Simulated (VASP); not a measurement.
# Cd2Si3 (R-3m) in VASP: notebook, part 2 of 2

VASP 6.6.1.

### Step 3. Single point, PBE

This run uses another cell than the first one, of 20.11 Å³/atom.

Contents of INCAR:

```
ALGO = Normal ; EDIFF = 1E-6
ENCUT = 520 ; GGA = PE
ISIF = 2 ; ISMEAR = 0
LASPH = True ; LCHARG = False
LREAL = False ; LWAVE = False
NBANDS = 26 ; NELM = 80
PREC = Accurate ; SIGMA = 0.1
```

Contents of KPOINTS:

```
k-points
0
Gamma
  6 6 6
```

Contents of POSCAR:

```
Cd2Si3
1.0
    1.7649556122      1.0189975978      9.3198357736
   -1.7649556122      1.0189975978      9.3198357736
    0.0000000000     -2.0379951956      9.3198357736
Cd Si
2 3
Direct
    0.4021494453      0.4021494453      0.4021494453
    0.5978505547      0.5978505547      0.5978505547
    0.0000000000      0.0000000000      0.0000000000
    0.1895060041      0.1895060041      0.1895060041
    0.8104939959      0.8104939959      0.8104939959
```

Potentials or basis: VASP PAW PBE potentials, release 64 (Cd, Si).

Launch:

```
> cat potpaw_PBE.64/Cd/POTCAR potpaw_PBE.64/Si/POTCAR > POTCAR
> mpirun -np 1 vasp_std > vasp.out
```

OUTCAR:

```text
EDIFF = 1E-6
   ENCUT = 520
   GGA = PE
   ISIF = 2
   ISMEAR = 0
   LASPH = True
   LREAL = False
   NELM = 80
   PREC = Accurate

 ion  position               nearest neighbor table
   1  0.402  0.402  0.402-   3 2.80   3 2.80   3 2.80   5 2.92   5 2.92   5 2.92
   2  0.598  0.598  0.598-   3 2.80   3 2.80   3 2.80   4 2.92   4 2.92   4 2.92
   3  0.000  0.000  0.000-   2 2.80   1 2.80   2 2.80   2 2.80   1 2.80   1 2.80
   4  0.190  0.190  0.190-   5 2.41   5 2.41   5 2.41   2 2.92   2 2.92   2 2.92
   5  0.810  0.810  0.810-   4 2.41   4 2.41   4 2.41   1 2.92   1 2.92   1 2.92

  LATTYP: Found a trigonal (rhomboedric) cell.
 ALAT       =     9.5400609675
 COS(alpha) =     0.9315465611

  Lattice vectors:

 A1 = (   1.7649556122,   1.0189975978,   9.3198357736)
 A2 = (  -1.7649556122,   1.0189975978,   9.3198357736)
 A3 = (   0.0000000000,  -2.0379951956,   9.3198357736)

Analysis of symmetry for initial positions (statically):
=====================================================================
 Subroutine PRICEL returns:
 Original cell was already a primitive cell.

 Routine SETGRP: Setting up the symmetry group for a
 trigonal (rhombohedral) supercell.

 Subroutine GETGRP returns: Found 12 space group operations
 (whereof 12 operations were pure point group operations)
 out of a pool of 12 trial point group operations.

The static configuration has the point symmetry D_3d.

Analysis of symmetry for dynamics (positions and initial velocities):
=====================================================================
 Subroutine PRICEL returns:
 Original cell was already a primitive cell.

 Routine SETGRP: Setting up the symmetry group for a
 trigonal (rhombohedral) supercell.

 Subroutine GETGRP returns: Found 12 space group operations
 (whereof 12 operations were pure point group operations)
 out of a pool of 12 trial point group operations.
[... 125 lines left out ...]
   IMIX   =      4    mixing-type and parameters
     AMIX     =   0.40;   BMIX     =  1.00
     AMIX_MAG =   1.60;   BMIX_MAG =  1.00
  volume/ion in A,a.u.               =      20.11       135.74
  Fermi-wavevector in a.u.,A,eV,Ry     =   1.162394  2.196607 18.383658  1.351161
  Thomas-Fermi vector in A             =   2.298956
   LORBIT       =      0    0 simple, 1 ext, 2 COOP (PROOUT), +10 PAW based schemes
   GGA     = PE    functional components
   LHFCALC =     F    Hartree Fock is set to
   AEXX    =    0.0000 exact exchange contribution
   IVDW    =     0    specifies the selected vdW correction
   LEPSILON=     F    determine dielectric tensor
   LRPA    =     F    only Hartree local field effects (RPA)
 non-spin polarized calculation
 Gauss-broadening in eV      SIGMA  =   0.10
  energy-cutoff  :      520.00
  volume of cell :      100.57
 maximum number of plane-waves:      2764
   NGX = 35   NGY = 35   NGZ = 35

 number of electron      36.0000000 magnetization

 Free energy of the ion-electron system (eV)
  ---------------------------------------------------
  ext. energy  EPLUGINS =         0.00000000
  ---------------------------------------------------
  free energy    TOTEN  =       -15.86407793 eV

  energy without entropy =      -15.85628451  energy(sigma->0) =      -15.86018122

 E-fermi :   4.6630     XC(G=0): -10.3814

 val. band max:        4.6021547415   @ k =  -0.1667   0.3333   0.1667
 cond. band min:       4.6856264561   @ k =  -0.3333   0.5000   0.3333
 fundamental gap:      0.0834717147
 Fermi energy:         4.6629861698

 k-point     1 :       0.0000    0.0000    0.0000
  band No.  band energies     occupation
      1      -6.8742      2.00000
      2      -4.8623      2.00000
      3      -4.0113      2.00000
      4      -4.0017      2.00000
      5      -3.9324      2.00000
      6      -3.9324      2.00000
[... 685 lines left out ...]
     25       9.7767      0.00000
     26      10.2918      0.00000

 [... further k-points ...]

------------------------ aborting loop because EDIFF is reached ----------------------------------------

  FORCE on cell =-STRESS in cart. coord.  units (eV):
  Direction    XX          YY          ZZ          XY          YZ          ZX
  --------------------------------------------------------------------------------------
  -------------------------------------------------------------------------------------
  Total       -0.0488954     -0.0488954      0.1259482      0.0000000      0.0000000      0.0000000
  in kB       -0.7789539     -0.7789539      2.0064853      0.0000000      0.0000000      0.0000000
  external PRESSURE =       0.1495258 kB  Pullay stress =       0.0000000 kB

 VOLUME and BASIS-vectors are now :
 -----------------------------------------------------------------------------
  energy-cutoff  :      520.00
  volume of cell :      100.57
      direct lattice vectors                 reciprocal lattice vectors
     1.764955612  1.018997598  9.319835774     0.283293243  0.163559430  0.035766009
    -1.764955612  1.018997598  9.319835774    -0.283293243  0.163559430  0.035766009
     0.000000000 -2.037995196  9.319835774     0.000000000 -0.327118861  0.035766009

 POSITION                                       TOTAL-FORCE (eV/Angst)
 -----------------------------------------------------------------------------------
      0.00000      0.00000     11.24390         0.000000     -0.000000     -0.010771
      0.00000      0.00000     16.71561         0.000000      0.000000      0.010771
      0.00000      0.00000      0.00000        -0.000000     -0.000000      0.000000
      0.00000      0.00000      5.29849         0.000000     -0.000000     -0.042230
      0.00000      0.00000     22.66101         0.000000      0.000000      0.042230
 -----------------------------------------------------------------------------------
    total drift:                                0.000000      0.000000      0.000000

  FREE ENERGIE OF THE ION-ELECTRON SYSTEM (eV)
  ---------------------------------------------------
  free  energy   TOTEN  =       -15.8640779306 eV

  energy  without entropy=      -15.8562845056  energy(sigma->0) =      -15.86018122
```

stdout:

```text
POSCAR found type information on POSCAR CdSi
 POSCAR found :  2 types and       5 ions
 scaLAPACK will be used
 LDA part: xc-table for (Slater+PW92), standard interpolation
 POSCAR, INCAR and KPOINTS ok, starting setup
 FFT: planning ... GRIDC
 FFT: planning ... GRID_SOFT
 FFT: planning ... GRID
 WAVECAR not read
 entering main loop
```

It took 4.1 min on 1 thread of AMD EPYC 9R45 (Zen 5), shared host; peak memory 0.68 GiB.

What came out:

```
Free energy            : -15.8641 eV
Pressure               : 0.0 GPa
Largest force          : 0.042 eV/Å
Band gap on the k mesh : zero (bands 18 and 19 overlap by 4.40 eV)
```

Forces in eV/Å, atoms in the order of the input:
```
Cd   0.000  0.000 -0.011
Cd   0.000  0.000  0.011
Si   0.000  0.000  0.000
Si   0.000  0.000 -0.042
Si   0.000  0.000  0.042
```

Stress tensor (GPa, compression positive):
```
-0.08  0.00  0.00
 0.00 -0.08  0.00
 0.00  0.00  0.20
```

### Step 4. Relaxation of cell and atoms, PBE

Contents of INCAR:

```
SYSTEM = Cd2Si3
PREC = Accurate ; ENCUT = 600
EDIFF = 1E-6 ; ISMEAR = 0
SIGMA = 0.1 ; LREAL = .FALSE.
LASPH = .TRUE. ; NELM = 80
ALGO = Normal ; ISIF = 3
LWAVE = .FALSE. ; LCHARG = .FALSE.
GGA = PE ; IBRION = 2
NSW = 90 ; EDIFFG = -0.04
```

Contents of KPOINTS:

```
Automatic mesh
0
G
  6 6 6
  0 0 0
```

Contents of POSCAR:

```
Cd2Si3
1.0
    1.8003376695      1.0394254381      8.3454783297
   -1.8003376695      1.0394254381      8.3454783297
    0.0000000000     -2.0788508762      8.3454783297
Cd Si
2 3
Direct
    0.4000000000      0.4000000000      0.4000000000
    0.6000000000      0.6000000000      0.6000000000
    0.0000000000      0.0000000000      0.0000000000
    0.2095000000      0.2095000000      0.2095000000
    0.7905000000      0.7905000000      0.7905000000
```

Launch:

```
> cat potpaw_PBE.64/Cd/POTCAR potpaw_PBE.64/Si/POTCAR > POTCAR
> mpirun -np 1 vasp_std > vasp.out
```

Wall time 35 min (1 thread of AMD EPYC 9R45 (Zen 5), shared host); peak memory 0.75 GiB.

It converged, with:

```
Free energy                           : -15.8484 eV
Relaxed volume                        : 20.70 Å³/atom
Relaxed cell                          : a = 8.845 Å, b = 8.845 Å, c = 8.845 Å, α = 24.36°, β = 24.36°, γ = 24.36°
Space group after relaxing (to 0.1 Å) : R-3m (No. 166)
Energy gained by relaxing             : 441.8 meV/atom
Ionic steps                           : 17
Pressure after relaxing               : 0.1 GPa
Largest force after relaxing          : 0.028 eV/Å
Band gap on the k mesh                : zero (bands 18 and 19 overlap by 3.69 eV)
```

Forces on the atoms (eV/Å):
```
Cd   0.000  0.000 -0.028
Cd   0.000  0.000  0.028
Si   0.000  0.000  0.000
Si   0.000  0.000  0.007
Si   0.000  0.000 -0.007
```

Stress tensor (GPa, compression positive):
```
0.00 0.00 0.00
0.00 0.00 0.00
0.00 0.00 0.23
```

Step by step:
| step | energy change (eV) | largest force (eV/Å) | pressure (GPa) | volume (Å³) |
| --- | --- | --- | --- | --- |
| 1 | 0.0000 | 2.8209 | 10.51 | 93.70 |
| 2 | -0.8447 | 1.7258 | -3.96 | 111.38 |
| 3 | -0.8446 | 1.7295 | -3.92 | 111.24 |
| 4 | -1.3607 | 1.8170 | -3.31 | 107.81 |
| 5 | -2.0397 | 0.7370 | 4.67 | 97.85 |
| 6 | -2.0591 | 0.6181 | 2.01 | 99.82 |
| 7 | -2.0623 | 0.6577 | 2.61 | 99.33 |
| 8 | -2.1661 | 0.2703 | 0.07 | 104.51 |
| 9 | -2.1668 | 0.2954 | 0.21 | 104.17 |
| 10 | -2.1818 | 0.2289 | -0.29 | 104.45 |
| 11 | -2.1870 | 0.1655 | -0.76 | 104.73 |
| 12 | -2.1969 | 0.1365 | -0.11 | 103.43 |
| 13 | -2.1994 | 0.1197 | 0.36 | 102.57 |
| 14 | -2.1994 | 0.1165 | 0.45 | 102.40 |
| 15 | -2.2041 | 0.0809 | 0.26 | 102.80 |
| 16 | -2.2079 | 0.0483 | -0.05 | 103.58 |
| 17 | -2.2089 | 0.0284 | 0.08 | 103.48 |

Final structure:
```
Cd Si
1.0
     1.86610    1.07739    8.57837
    -1.86610    1.07739    8.57837
     0.00000   -2.15479    8.57837
Cd Si
2 3
Direct
  0.40334 0.40334 0.40334
  0.59666 0.59666 0.59666
  0.00000 0.00000 0.00000
  0.18524 0.18524 0.18524
  0.81476 0.81476 0.81476
```

Levels at points of the mesh, in eV from the Fermi level:
| k point | band 16 | band 17 | band 18 | band 19 | band 20 | band 21 |
| --- | --- | --- | --- | --- | --- | --- |
| (0.00, 0.00, 0.00) | -0.17 | -0.17 | 2.42 | 2.42 | 3.05 | 3.32 |
| (0.50, 0.00, 0.00) | -2.80 | -1.94 | 0.12 | 0.57 | 0.67 | 1.33 |
| (0.50, 0.50, 0.00) | -1.99 | -1.97 | -1.41 | -0.74 | 0.96 | 1.77 |
| (0.50, 0.50, 0.50) | -0.17 | 0.90 | 2.57 | 2.57 | 2.92 | 3.04 |

### Step 5. Single point, PBE

This run uses another cell than the first one, of 20.09 Å³/atom.

Contents of INCAR:

```
SYSTEM = Cd2Si3
ALGO     = Normal         ! electronic algorithm
EDIFF    = 1E-7           ! SCF threshold, eV
ENCUT    = 520            ! plane-wave cutoff, eV
GGA      = PE             ! functional
ISIF     = 2              ! what is computed and relaxed
ISMEAR   = 0              ! smearing method
LASPH    = .TRUE.         ! aspherical terms in the spheres
LCHARG   = .FALSE.        ! write CHGCAR
LREAL    = .FALSE.        ! projectors in reciprocal space
LWAVE    = .FALSE.        ! write WAVECAR
NBANDS   = 26             ! bands
NELM     = 60             ! most SCF steps
PREC     = Accurate       ! precision mode
SIGMA    = 0.1            ! smearing width, eV
```

Contents of KPOINTS:

```
k-points
0
G
  12 12 12
  0 0 0
```

Contents of POSCAR:

```
Cd2Si3
1.0
    1.7616341296      1.0170799389      9.3430307961
   -1.7616341296      1.0170799389      9.3430307961
    0.0000000000     -2.0341598779      9.3430307961
Cd Si
2 3
Direct
    0.4035018590      0.4035018590      0.4035018590
    0.5964981410      0.5964981410      0.5964981410
    0.0000000000      0.0000000000      0.0000000000
    0.1889565456      0.1889565456      0.1889565456
    0.8110434544      0.8110434544      0.8110434544
```

Potentials or basis: VASP PAW PBE potentials, release 64 (Cd, Si).

Launch:

```
> cat potpaw_PBE.64/Cd/POTCAR potpaw_PBE.64/Si/POTCAR > POTCAR
> mpirun -np 1 vasp_std > vasp.out
```

OUTCAR:

```text
SYSTEM = Cd2Si3
   EDIFF = 1E-7
   ENCUT = 520
   GGA = PE
   ISIF = 2
   ISMEAR = 0
   LASPH = .TRUE.
   LREAL = .FALSE.
   NELM = 60
   PREC = Accurate

 ion  position               nearest neighbor table
   1  0.404  0.404  0.404-   3 2.83   3 2.83   3 2.83   5 2.91   5 2.91   5 2.91
   2  0.596  0.596  0.596-   3 2.83   3 2.83   3 2.83   4 2.91   4 2.91   4 2.91
   3  0.000  0.000  0.000-   2 2.83   1 2.83   2 2.83   2 2.83   1 2.83   1 2.83
[... 902 lines left out ...]
  --------------------------------------------------------------------------------------
  -------------------------------------------------------------------------------------
  Total        0.1060027      0.1060027      0.1268799     -0.0000000     -0.0000000      0.0000000
  in kB        1.6908996      1.6908996      2.0239217     -0.0000000     -0.0000000      0.0000000
  external PRESSURE =       1.8019070 kB  Pullay stress =       0.0000000 kB

 VOLUME and BASIS-vectors are now :
 -----------------------------------------------------------------------------
  energy-cutoff  :      520.00
  volume of cell :      100.44
      direct lattice vectors                 reciprocal lattice vectors
     1.761634130  1.017079939  9.343030796     0.283827380  0.163867814  0.035677217
    -1.761634130  1.017079939  9.343030796    -0.283827380  0.163867814  0.035677217
     0.000000000 -2.034159878  9.343030796     0.000000000 -0.327735629  0.035677217

 POSITION                                       TOTAL-FORCE (eV/Angst)
 -----------------------------------------------------------------------------------
      0.00000     -0.00000     11.30979         0.000000     -0.000000      0.005377
      0.00000     -0.00000     16.71930         0.000000      0.000000     -0.005377
      0.00000      0.00000      0.00000         0.000000     -0.000000      0.000000
      0.00000     -0.00000      5.29628         0.000000      0.000000     -0.036137
      0.00000     -0.00000     22.73281         0.000000     -0.000000      0.036137
 -----------------------------------------------------------------------------------
    total drift:                               -0.000000      0.000000      0.000000

  FREE ENERGIE OF THE ION-ELECTRON SYSTEM (eV)
  ---------------------------------------------------
  free  energy   TOTEN  =       -15.8065137964 eV

  energy  without entropy=      -15.8001224820  energy(sigma->0) =      -15.80331814
```

OSZICAR:

```text
N       E                     dE             d eps       ncg     rms          rms(c)
DAV:   1     0.198483300423E+03    0.19848E+03   -0.16735E+04  9828   0.124E+03
DAV:   2    -0.874038010725E+01   -0.20722E+03   -0.19853E+03 10500   0.298E+02
DAV:   3    -0.170416153346E+02   -0.83012E+01   -0.82275E+01 12274   0.600E+01
DAV:   4    -0.170996717542E+02   -0.58056E-01   -0.57970E-01 11114   0.446E+00
DAV:   5    -0.171001646300E+02   -0.49288E-03   -0.49283E-03 11972   0.451E-01    0.705E+00
DAV:   6    -0.158363847235E+02    0.12638E+01   -0.31562E+00 11778   0.176E+01    0.640E+00
DAV:   7    -0.158147784554E+02    0.21606E-01   -0.70285E-01 10974   0.394E+00    0.395E+00
DAV:   8    -0.158073142279E+02    0.74642E-02   -0.54983E-02 11478   0.185E+00    0.444E-01
DAV:   9    -0.158065691286E+02    0.74510E-03   -0.18673E-03 11928   0.455E-01    0.175E-01
DAV:  10    -0.158065066930E+02    0.62436E-04   -0.65040E-04 10850   0.156E-01    0.759E-02
DAV:  11    -0.158065122321E+02   -0.55390E-05   -0.76149E-05 11822   0.686E-02    0.154E-02
DAV:  12    -0.158065135012E+02   -0.12691E-05   -0.98450E-06 10790   0.262E-02    0.669E-03
DAV:  13    -0.158065138217E+02   -0.32059E-06   -0.15251E-06 11810   0.845E-03    0.213E-03
DAV:  14    -0.158065137964E+02    0.25392E-07   -0.21201E-07  7766   0.241E-03
   1 F= -.15806514E+02 E0= -.15803318E+02  d E =-.639131E-02
```

stdout:

```text
POSCAR found type information on POSCAR CdSi
 POSCAR found :  2 types and       5 ions
 scaLAPACK will be used
 LDA part: xc-table for (Slater+PW92), standard interpolation
 POSCAR, INCAR and KPOINTS ok, starting setup
 FFT: planning ... GRIDC
 FFT: planning ... GRID_SOFT
 FFT: planning ... GRID
 WAVECAR not read
 entering main loop
```

Wall time 26 min (1 thread of AMD EPYC 9R45 (Zen 5), shared host); peak memory 0.95 GiB.

Results:

* Free energy: -15.8065 eV
* Pressure: 0.2 GPa
* Largest force: 0.036 eV/Å
* Band gap on the k mesh: zero (bands 18 and 19 overlap by 4.84 eV)

Forces on the atoms (eV/Å):
```
Cd   0.000  0.000  0.005
Cd   0.000  0.000 -0.005
Si   0.000  0.000  0.000
Si   0.000  0.000 -0.036
Si   0.000  0.000  0.036
```

### Step 6. The runs side by side

| task | cell | k mesh | cutoff (eV) | gap on the mesh (eV) | pressure (GPa) | largest force (eV/Å) |
| --- | --- | --- | --- | --- | --- | --- |
| single point | a = 8.601 Å, angles 24.2°, 5 atoms, atomic positions A | 6 × 6 × 6 | 520 | none | 10.6 | 2.82 |
| single point | a = 9.540 Å, angles 21.3°, 5 atoms, atomic positions B | 6 × 6 × 6 | 520 | none | 0.0 | 0.04 |
| relaxation of cell and atoms | relaxed from a = 8.601 Å, angles 24.2°, 5 atoms, atomic positions A | 6 × 6 × 6 | 600 | none | 0.1 | 0.03 |
| single point | a = 9.562 Å, angles 21.2°, 5 atoms, atomic positions C | 12 × 12 × 12 | 520 | none | 0.2 | 0.04 |

Alike in all rows: level PBE; potentials or basis VASP PAW PBE potentials, release 64 (Cd, Si); no spin polarisation; smearing gaussian 0.1 eV.

Caveats: the cell stands under pressure (at least some runs); forces of over 1 eV/Å act on the atoms, so gaps and moduli don't describe the material at rest (at least some runs).

Total energies depend on the potentials used, so only differences within one code and one set of settings carry meaning.
